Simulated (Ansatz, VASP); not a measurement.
MgCdF4 in VASP and in Ansatz

```xyz
6
Lattice="3.8019 0.0000 0.0000 -1.9009 3.2925 0.0000 0.0000 0.0000 5.5855" Properties=species:S:1:pos:R:3 pbc="T T T"
Mg    0.0000    0.0000    2.7927
Cd    0.0000    0.0000    0.0000
F     0.0000    2.1950    4.1369
F     0.0000    2.1950    1.4485
F     1.9009    1.0975    4.1369
F     1.9009    1.0975    1.4485
```

Change from the starting cell: species swapped into the TiNbB4 type (P6/mmm, No. 191).

Alike in both runs: functional PBE; k mesh 12 × 12 × 8; occupations gaussian, width 0.1 eV; no spin polarisation.

Ansatz relaxed the structure, and its values are those at the end. VASP's run is a single point on that final structure, the one shown.

|  | VASP | Ansatz |
| --- | --- | --- |
| version | VASP 6.6.1 | Ansatz 0.2.0 |
| potentials or method | VASP PAW PBE potentials, release 64 (Mg, Cd, F), cutoff 520 eV | scalar-relativistic, plane waves, PAW |
| valence electrons in the cell | 42 | 58 |

VASP gave:

```
gap on the k mesh at the Fermi level (eV) : none
pressure (GPa)                            : -0.2
rms of the force components (eV/Å)        : 0.012
```

Question: Which values does Ansatz return?

Answer: gap on the k mesh at the Fermi level (eV): none; pressure (GPa): 0.0; rms of the force components (eV/Å): 0.000.

A gap of «none» marks a metal or a gap that the smearing closes. VASP's potentials hold 42 valence electrons a cell and Ansatz's 58, so a difference there can come from the potentials and not from the codes.
